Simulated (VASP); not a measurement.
Crystal: Sn.

```
CELL_PARAMETERS angstrom
-2.94014 2.94014 1.59930
2.94014 -2.94014 1.59930
2.94014 2.94014 -1.59930
ATOMIC_POSITIONS crystal
Sn 0.00000 0.00000 0.00000
Sn 0.75000 0.25000 0.50000
```

Base run:

* Program: VASP 6.6.1
* Functional: r2SCAN
* Potentials or basis: VASP PAW PBE potentials, release 64 (Sn_d)
* Cutoff: 520 eV
* k mesh: 7 × 7 × 7
* Occupations: fermi-dirac, width 0.05 eV
* Spin: non-collinear spin, zero start, spin-orbit coupling
* Starting moments: [[0.0, 0.0, 0.0], [0.0, 0.0, 0.0]] μB

Its results: pressure -0.4 GPa; net moment 0.00 μB per cell.

Task: The run is repeated on the same cell with these changes: functional from r2SCAN to PBEsol. What comes out?

Result: Pressure -1.7 GPa; net moment 0.00 μB per cell.

Caveats: the PAW data sets were made with another functional, which shifts forces and pressure a little.
